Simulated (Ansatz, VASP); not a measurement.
**Two plane-wave programs on ZnS**

```
Zn S
1.0
     3.80685    0.00000    0.00000
    -1.90343    3.29683    0.00000
     0.00000    0.00000    6.24759
Zn S
2 2
Direct
  0.33333 0.66667 0.00540
  0.66667 0.33333 0.50540
  0.33333 0.66667 0.37960
  0.66667 0.33333 0.87960
```

Alike in both runs: task single point; functional PBE; k mesh 4 × 4 × 2; occupations gaussian, width 0.05 eV; no spin polarisation.

|  | VASP | Ansatz |
| --- | --- | --- |
| version | VASP 6.6.1 | Ansatz 0.2.0 |
| potentials or method | VASP PAW PBE potentials, release 64 (Zn, S), cutoff 520 eV | scalar-relativistic, plane waves, PAW |
| valence electrons in the cell | 36 | 36 |

Ansatz gave:

| Quantity | Value |
| --- | --- |
| gap on the k mesh at the Fermi level (eV) | 2.20 |
| least direct gap on the mesh (eV) | 2.20 |
| pressure (GPa) | 2.3 |
| traceless stress, the component that is largest in VASP (GPa) | -0.28 |
| rms of the force components (eV/Å) | 0.009 |

Task: What did VASP give for the same quantities?

Result: gap on the k mesh at the Fermi level (eV): 2.21; least direct gap on the mesh (eV): 2.21; pressure (GPa): 2.4; traceless stress, the component that is largest in VASP (GPa): -0.28; rms of the force components (eV/Å): 0.009.

Atom by atom the forces differ by 0.000 eV/Å (rms over components). With one functional, cell and mesh, what is left measures potentials, basis and numerics.

The k mesh is coarse, so the values compare programs but aren't converged.
